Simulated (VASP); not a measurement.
# Ta2SiO3: single point with PBE

Crystal: Ta2SiO3.

```
CELL_PARAMETERS angstrom
3.35806 0.00000 0.00000
0.00000 3.35806 0.00000
0.00000 0.00000 6.58516
ATOMIC_POSITIONS crystal
Ta 0.50000 0.00000 0.69805
Ta 0.00000 0.50000 0.30195
Si 0.00000 0.00000 0.00000
O 0.50000 0.50000 0.50000
O 0.00000 0.00000 0.50000
O 0.50000 0.50000 0.00000
```

```
Program                : VASP 6.6.1
Task                   : single point
Functional             : PBE
Potentials or basis    : VASP PAW PBE potentials, release 64 (Ta_pv, Si, O)
Cutoff                 : 600 eV
k mesh                 : 3 × 3 × 2
Occupations            : gaussian, width 0.15 eV
Spin                   : no spin polarisation
Dipole correction      : no
Further INCAR settings : ALGO = Normal; EDIFF = 1e-06; NBANDS = 31
```

The pressure is 0.6 GPa. The largest force is 0.008 eV/Å and the band gap on the k mesh is zero (bands 22 and 23 overlap by 0.30 eV).

Forces on the atoms (eV/Å):
```
Ta   0.000  0.000  0.008
Ta   0.000  0.000 -0.008
Si   0.000  0.000  0.000
O    0.000  0.000  0.000
O    0.000  0.000  0.000
O    0.000  0.000  0.000
```

Stress tensor (GPa, compression positive):
```
0.80 0.00 0.00
0.00 0.80 0.00
0.00 0.00 0.26
```

Levels at points of the mesh, in eV from the Fermi level:
```csv
k point,band 19,band 20,band 21,band 22,band 23,band 24,band 25,band 26
"(0.00, 0.00, 0.00)",-4.13,-1.98,-0.96,-0.41,0.21,1.12,1.48,1.48
"(0.00, 0.00, 0.50)",-3.89,-2.80,-1.33,0.13,1.18,1.69,1.69,1.71
```

It took 11 s on 1 thread of Intel(R) Xeon(R) 6975P-C (Granite Rapids), with other jobs on the host, peak memory 0.2 GiB.

Caveat: the k points lie up to 0.62 Å⁻¹ apart; spin-orbit coupling is left out, which moves the levels of the heavy elements.
